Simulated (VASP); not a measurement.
Here is a VASP 6.6.1 calculation.

INCAR

```
SYSTEM = ZrO2
  PREC = Accurate
  ENCUT = 600
  EDIFF = 1E-6
  ISMEAR = 0
  SIGMA = 0.01
  LREAL = .FALSE.
  LASPH = .TRUE.
  NELM = 120
  ALGO = Normal
  ISIF = 2
  LWAVE = .FALSE.
  LCHARG = .FALSE.
  GGA = PE
  NBANDS = 19
  GGA_COMPAT = .FALSE.
```

File KPOINTS:

```
Automatic mesh
0
G
  6 6 6
  0 0 0
```

The input POSCAR:

```
ZrO2
1.0
    3.5850310000      0.0000000000      0.0000000000
    1.7925155000      3.1047279194      0.0000000000
    1.7925155000      1.0349093065      2.9271655540
Zr O
1 2
Direct
    0.0000000000      0.0000000000      0.0000000000
    0.2500000000      0.2500000000      0.2500000000
    0.7500000000      0.7500000000      0.7500000000
```

Potentials or basis: VASP PAW PBE potentials, release 64 (Zr_sv, O).

The run is started by

```sh
$ cat potpaw_PBE.64/Zr_sv/POTCAR potpaw_PBE.64/O/POTCAR > POTCAR
$ mpirun -np 1 vasp_std > vasp.out
```

Predict the pressure.

6.9 GPa.

What does it give for the band gap on the k mesh?

3.39 eV, indirect (least direct gap 3.84 eV).

A k mesh can miss the band edges. A hybrid or GW would open this gap; PBE tends to underestimate it.
